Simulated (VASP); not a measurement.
Here is a VASP 6.6.1 calculation.

INCAR

```
ALGO = Normal
EDIFF = 1E-7
ENCUT = 520
GGA = PE
ISIF = 2
ISMEAR = -1
LASPH = True
LCHARG = False
LREAL = False
LWAVE = False
NBANDS = 22
NELM = 60
PREC = Accurate
SIGMA = 0.05
```

Contents of KPOINTS:

```
k-points
0
Gamma
  9 9 9
```

Contents of POSCAR:

```
Bi
1.0
    2.2879403425      1.3271114015      4.0470480192
   -2.2977761610      1.3274988410      4.0525826827
   -0.0045823768     -2.6438478036      4.0462375049
Bi
2
Direct
    0.2317205578      0.2414342646      0.2413944337
    0.7636564522      0.7762320654      0.7729237963
```

Potentials or basis: VASP PAW PBE potentials, release 64 (Bi_d).

Launch:

```sh
$ cat potpaw_PBE.64/Bi_d/POTCAR > POTCAR
$ mpirun -np 1 vasp_std > vasp.out
```

**Question.** Estimate the pressure.

**Answer.** -0.1 GPa.

**Question.** Estimate the largest force.

**Answer.** 0.009 eV/Å.

Forces on the atoms (eV/Å):
```
Bi  -0.001  0.000  0.009
Bi   0.001  0.000 -0.009
```
